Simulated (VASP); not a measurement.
# Cu (a cell with a defect) in VASP: single point with PBE

Aim: the single point of Cu (a cell with a defect) with PBE.

Everything below comes from runs of VASP 6.6.1. Logs are shortened: lines on timing, memory, paths and dates and some standing lists are left out, and cuts for length are marked.

### 1 The cell of the first run

The cell holds a defect, 17 atoms: a = 6.287 Å, b = 6.287 Å, c = 6.287 Å, α = 109.47°, β = 109.47°, γ = 109.47°.

### 2 Single point, PBE (with an interstitial atom, then relaxed in part)

INCAR reads:

```
PREC = Accurate
ENCUT = 520
EDIFF = 1E-6
ISMEAR = 0
SIGMA = 0.1
LREAL = Auto
LASPH = True
NELM = 100
ALGO = Fast
ISIF = 2
LWAVE = False
LCHARG = False
GGA = PE
NBANDS = 108
```

KPOINTS reads:

```
Automatic mesh
0
Gamma
  5 5 5
```

POSCAR reads:

```
Cu
1.0
    3.6298028171      3.6298028171     -3.6298028171
   -3.6298028171     -3.6298028171     -3.6298028171
   -3.6298028171      3.6298028171      3.6298028171
Cu
17
Direct
    0.2230951211      0.7697608303     -0.0482251814
    0.4614346386      0.4995692687      0.0087942295
    0.6830711448      0.2293504001     -0.0477963301
    0.7898649010      0.7715214565      0.5168350338
   -0.0470240197      0.7697602180      0.2220836081
    0.3813940080      0.4996791188      0.3802240201
    0.5176252499      0.2275992891      0.2445499284
    0.7359325903     -0.0005139687      0.2351220273
    0.0099704375      0.0481416987      0.0088757386
    0.5178467027      0.7715180631      0.7886540367
    0.7352895254      0.4992140194      0.7342676491
    0.0099405259      0.4995659338      0.4603002371
    0.2455712856      0.2276079594      0.5164239732
    0.4614285213     -0.0488774221      0.4603309415
   -0.0467844323      0.2293371465      0.6818667461
    0.2363302983     -0.0003317203      0.7349106909
    0.0937516349      0.4996838712      0.0925947979
```

Potentials or basis: VASP PAW PBE potentials, release 64 (Cu).

The run is started by

```console
$ cat potpaw_PBE.64/Cu/POTCAR > POTCAR
$ mpirun -np 1 vasp_std > vasp.out
```

OUTCAR:

```text
PREC = Accurate
   ENCUT = 520
   EDIFF = 1E-6
   ISMEAR = 0
   LREAL = Auto
   LASPH = True
   NELM = 100
   ISIF = 2
   GGA = PE

 ion  position               nearest neighbor table
   1  0.223  0.770  0.952-  17 2.21  16 2.29   7 2.40  10 2.40  11 2.52  12 2.54   9 2.54   2 2.65
                            14 2.65   8 2.65  15 2.77   5 2.77
   2  0.461  0.500  0.009-  17 2.54   5 2.54   3 2.54  10 2.54  13 2.54   6 2.55   8 2.58  16 2.58
                             7 2.64  15 2.64   4 2.65   1 2.65
   3  0.683  0.229  0.952-  17 2.21  16 2.29   7 2.40  10 2.40  11 2.52   2 2.54  14 2.54  12 2.64
                             9 2.64   8 2.65   5 2.77  15 2.77
   4  0.790  0.772  0.517-   6 2.21  16 2.29  15 2.40   5 2.40  11 2.53  12 2.54   9 2.54   8 2.63
                            14 2.65   2 2.65  10 2.79   7 2.79
   5  0.953  0.770  0.222-  17 2.21   8 2.29  13 2.40   4 2.40  11 2.52   2 2.54   9 2.54  12 2.65
                            14 2.65  16 2.65   3 2.77   1 2.77
   6  0.381  0.500  0.380-  17 2.09   7 2.21  13 2.21   4 2.21  10 2.21  14 2.55   2 2.55   9 2.55
                            12 2.55  11 2.57
   7  0.518  0.228  0.245-   6 2.21   8 2.29   3 2.40   1 2.40  11 2.53  14 2.54  12 2.54  16 2.63
                             9 2.64   2 2.64   4 2.79  13 2.79
   8  0.736  0.999  0.235-   7 2.29  10 2.29  15 2.29   5 2.29  14 2.58   2 2.58  12 2.58   9 2.58
                            13 2.63   4 2.63   3 2.65   1 2.65
   9  0.010  0.048  0.009-  17 2.54   1 2.54   5 2.54   4 2.54  10 2.54   6 2.55   8 2.58  16 2.58
                            13 2.64   7 2.64   3 2.64  15 2.64
  10  0.518  0.772  0.789-   6 2.21   8 2.29   3 2.40   1 2.40  11 2.53   2 2.54   9 2.54  16 2.63
                            12 2.64  14 2.64   4 2.79  13 2.79
  11  0.735  0.499  0.734-   3 2.52  15 2.52   5 2.52   1 2.52  13 2.53   7 2.53  10 2.53   4 2.53
                             6 2.57  17 2.60
  12  0.010  0.500  0.460-  17 2.54   1 2.54  15 2.54   4 2.54   7 2.54   6 2.55  16 2.58   8 2.58
                            13 2.64   3 2.64  10 2.64   5 2.65
  13  0.246  0.228  0.516-   6 2.21  16 2.29  15 2.40   5 2.40  11 2.53  14 2.54   2 2.54   8 2.63
                             9 2.64  12 2.64  10 2.79   7 2.79
  14  0.461  0.951  0.460-  17 2.54  15 2.54   3 2.54   7 2.54  13 2.54   6 2.55  16 2.58   8 2.58
                            10 2.64   4 2.65   5 2.65   1 2.65
  15  0.953  0.229  0.682-  17 2.21   8 2.29  13 2.40   4 2.40  11 2.52  14 2.54  12 2.54   2 2.64
                             9 2.64  16 2.65   1 2.77   3 2.77
  16  0.236  1.000  0.735-  13 2.29   4 2.29   3 2.29   1 2.29  14 2.58   2 2.58  12 2.58   9 2.58
                             7 2.63  10 2.63  15 2.65   5 2.65
  17  0.094  0.500  0.093-   6 2.09   3 2.21  15 2.21   1 2.21   5 2.21  14 2.54   2 2.54  12 2.54
                             9 2.54  11 2.60

  LATTYP: Found a body centered cubic cell.
 ALAT       =     7.2596056342

  Lattice vectors:

 A1 = (   3.6298028171,   3.6298028171,  -3.6298028171)
 A2 = (  -3.6298028171,  -3.6298028171,  -3.6298028171)
 A3 = (  -3.6298028171,   3.6298028171,   3.6298028171)

Analysis of symmetry for initial positions (statically):
=====================================================================
 Subroutine PRICEL returns:
 Original cell was already a primitive cell.

 Routine SETGRP: Setting up the symmetry group for a
 body centered cubic supercell.

 Subroutine GETGRP returns: Found  1 space group operations
 (whereof  1 operations were pure point group operations)
 out of a pool of 48 trial point group operations.

The static configuration has the point symmetry C_1 .

Analysis of symmetry for dynamics (positions and initial velocities):
=====================================================================
 Subroutine PRICEL returns:
 Original cell was already a primitive cell.

 Routine SETGRP: Setting up the symmetry group for a
 body centered cubic supercell.

 Subroutine GETGRP returns: Found  1 space group operations
 (whereof  1 operations were pure point group operations)
 out of a pool of 48 trial point group operations.

The dynamic configuration has the point symmetry C_1 .

 Subroutine INISYM returns: Found  1 space group operations
 (whereof  1 operations are pure point group operations),
 and found     1 'primitive' translations

----------------------------------------------------------------------------------------

                                     Primitive cell

  volume of cell :     191.2974

  direct lattice vectors                    reciprocal lattice vectors
     3.629802817  3.629802817 -3.629802817     0.000000000  0.137748529 -0.137748529
    -3.629802817 -3.629802817 -3.629802817    -0.137748529  0.000000000 -0.137748529
[... 58 lines left out ...]

  Length of vectors
     0.038961168  0.038961168  0.038961168

  Shift w.r.t. Gamma in fractional coordinates (k-lattice)
     0.000000000  0.000000000  0.000000000

 Subroutine IBZKPT returns following result:
 ===========================================

 Found     63 irreducible k-points:

 Following reciprocal coordinates:
            Coordinates               Weight
  0.000000  0.000000  0.000000      1.000000
  0.200000  0.000000  0.000000      2.000000
  0.000000  0.200000  0.000000      2.000000
  0.000000  0.000000  0.200000      2.000000
  0.200000  0.000000 -0.200000      2.000000
  0.200000 -0.200000  0.000000      2.000000
[... 16 lines left out ...]
  0.000000  0.400000 -0.200000      2.000000
 -0.200000  0.400000 -0.200000      2.000000
 [... further k-points ...]
   k-points           NKPTS =     63   k-points in BZ     NKDIM =     63   number of bands    NBANDS=    108
   number of dos      NEDOS =    301   number of ions     NIONS =     17
   total plane-waves  NPLWV = 110592
   dimension x,y,z NGX =    48 NGY =   48 NGZ =   48
   dimension x,y,z NGXF=    96 NGYF=   96 NGZF=   96
   ions per type =              17
   NGX,Y,Z   is equivalent  to a cutoff of  12.69, 12.69, 12.69 a.u.
   NGXF,Y,Z  is equivalent  to a cutoff of  25.39, 25.39, 25.39 a.u.
 SYSTEM =  unknown system
   PREC   = accura    normal or accurate (medium, high low for compatibility)
   ISTART =      0    job   : 0-new  1-cont  2-samecut
   ICHARG =      2    charge: 1-file 2-atom 10-const
   ISPIN  =      1    spin polarized calculation?
   LNONCOLLINEAR =      F non collinear calculations
   LSORBIT =      F    spin-orbit coupling
   LASPH  =      T    aspherical Exc in radial PAW
   ENCUT  =  520.0 eV  38.22 Ry    6.18 a.u.  11.69 11.69 11.69*2*pi/ulx,y,z
   NELM   =    100;   NELMIN=  2; NELMDL= -5     # of ELM steps
   EDIFF  = 0.1E-05   stopping-criterion for ELM
   LREAL  =      T    real-space projection
   EDIFFG = 0.1E-04   stopping-criterion for IOM
   NSW    =      0    number of steps for IOM
   IBRION =     -1    ionic relax: 0-MD 1-quasi-New 2-CG
   NFREE  =      0    steps in history (QN), initial steepest desc. (CG)
   ISIF   =      2    stress and relaxation
   ISYM   =      2    0-nonsym 1-usesym 2-fastsym
   POTIM  = 0.5000    time-step for ionic-motion
   TEBEG  =    0.0;   TEEND  =   0.0 temperature during run
   PSTRESS=    0.0 pullay stress
   NELECT =     187.0000    total number of electrons
   NUPDOWN=      -1.0000    fix difference up-down
   EMIN   =  10.00;   EMAX   =-10.00  energy-range for DOS
   EFERMI =   0.00;   METHOD = LEGACY
   ISMEAR =     0;   SIGMA  =   0.10  broadening in eV -4-tet -1-fermi 0-gaus
   EFERMI_NEDOS =   21; number of points for ismear=-14 and -15
   IALGO  =     68    algorithm
   IMIX   =      4    mixing-type and parameters
     AMIX     =   0.40;   BMIX     =  1.00
     AMIX_MAG =   1.60;   BMIX_MAG =  1.00
  volume/ion in A,a.u.               =      11.25        75.94
  Fermi-wavevector in a.u.,A,eV,Ry     =   1.624747  3.070326 35.916685  2.639802
  Thomas-Fermi vector in A             =   2.717983
   LORBIT       =      0    0 simple, 1 ext, 2 COOP (PROOUT), +10 PAW based schemes
   GGA     = PE    functional components
   LHFCALC =     F    Hartree Fock is set to
   AEXX    =    0.0000 exact exchange contribution
   IVDW    =     0    specifies the selected vdW correction
   LEPSILON=     F    determine dielectric tensor
   LRPA    =     F    only Hartree local field effects (RPA)
 non-spin polarized calculation
 RMM-DIIS sequential band-by-band and
 Gauss-broadening in eV      SIGMA  =   0.10
  energy-cutoff  :      520.00
  volume of cell :      191.30
 maximum number of plane-waves:      5233
   NGX = 23   NGY = 23   NGZ = 23

 number of electron     187.0000006 magnetization

 Free energy of the ion-electron system (eV)
  ---------------------------------------------------
  ext. energy  EPLUGINS =         0.00000000
  ---------------------------------------------------
  free energy    TOTEN  =       -59.48567382 eV

  energy without entropy =      -59.46201866  energy(sigma->0) =      -59.47384624

 E-fermi :   8.2448     XC(G=0): -12.9801

 val. band max:        8.1906692849   @ k =   0.0000   0.0000   0.2000
 cond. band min:       8.2553776239   @ k =  -0.4000   0.2000  -0.4000
 fundamental gap:      0.0647083390
 Fermi energy:         8.2448413196

 k-point     1 :       0.0000    0.0000    0.0000
  band No.  band energies     occupation
      1      -1.5299      2.00000
      2       2.5300      2.00000
      3       2.7022      2.00000
      4       2.8287      2.00000
      5       2.8621      2.00000
      6       2.8627      2.00000
[... 2581 lines left out ...]
    104      13.2288      0.00000
    105      14.4424      0.00000

 [... further k-points ...]

 [bands above 105 left out]

------------------------ aborting loop because EDIFF is reached ----------------------------------------

  FORCE on cell =-STRESS in cart. coord.  units (eV):
  Direction    XX          YY          ZZ          XY          YZ          ZX
  --------------------------------------------------------------------------------------
  -------------------------------------------------------------------------------------
  Total       22.3035970     22.8822778     22.3039356      0.0019936     -0.0012506      0.0005245
  in kB      186.7997969    191.6464351    186.8026332      0.0166974     -0.0104744      0.0043925
  external PRESSURE =     188.4162884 kB  Pullay stress =       0.0000000 kB

 VOLUME and BASIS-vectors are now :
 -----------------------------------------------------------------------------
  energy-cutoff  :      520.00
  volume of cell :      191.30
      direct lattice vectors                 reciprocal lattice vectors
     3.629802817  3.629802817 -3.629802817     0.000000000  0.137748529 -0.137748529
    -3.629802817 -3.629802817 -3.629802817    -0.137748529  0.000000000 -0.137748529
    -3.629802817  3.629802817  3.629802817    -0.137748529  0.137748529  0.000000000

 POSITION                                       TOTAL-FORCE (eV/Angst)
 -----------------------------------------------------------------------------------
     -5.43904      1.47047     -0.14912         0.000596      0.003084     -0.001612
     -0.17034     -0.10650     -3.45633         0.001573     -0.001060      0.000792
     -1.80939      5.10323      0.14440         0.001157      0.000533      0.000769
     -1.80943      1.94259     -3.79152         0.001426      0.007292     -0.003112
     -0.14108      1.47116     -5.44707        -0.001596      0.002558      0.001219
     -1.80949      0.95079     -1.81798        -0.002001     -0.017607     -0.001766
[... 9 lines left out ...]
     -5.43835     -0.10319     -1.81885        -0.001156      0.003387      0.003380
     -1.80955     -1.13735     -1.81795        -0.001124     -0.010379     -0.003018
 -----------------------------------------------------------------------------------
    total drift:                                0.000169     -0.002548     -0.000354

  FREE ENERGIE OF THE ION-ELECTRON SYSTEM (eV)
  ---------------------------------------------------
  free  energy   TOTEN  =       -59.4856738168 eV

  energy  without entropy=      -59.4620186585  energy(sigma->0) =      -59.47384624
```

Wall time 69 min (1 thread of Oxide Virtual Turin-like, shared host); peak memory 0.84 GiB.

Results:

- Free energy: -59.4857 eV
- Pressure: 18.8 GPa
- Largest force: 0.018 eV/Å
- Band gap on the k mesh: zero (an odd number of electrons rules out a gap without spin polarisation)

Forces on the atoms (eV/Å):
```
Cu   0.001  0.003 -0.002
Cu   0.002 -0.001  0.001
Cu   0.001  0.001  0.001
Cu   0.001  0.007 -0.003
Cu  -0.002  0.003  0.001
Cu  -0.002 -0.018 -0.002
Cu   0.002  0.008  0.001
Cu   0.002  0.003 -0.002
Cu   0.000 -0.001  0.000
Cu  -0.003  0.008  0.002
Cu  -0.002 -0.014 -0.002
Cu   0.001 -0.001  0.001
Cu   0.001  0.009  0.002
Cu  -0.001  0.000 -0.001
Cu   0.000  0.001  0.002
Cu  -0.001  0.003  0.003
Cu  -0.001 -0.010 -0.003
```

Caveat: the cell differs from its parent crystal (with an interstitial atom, then relaxed in part).

The gap in the log of VASP goes by the Fermi energy; the results here count the filled bands.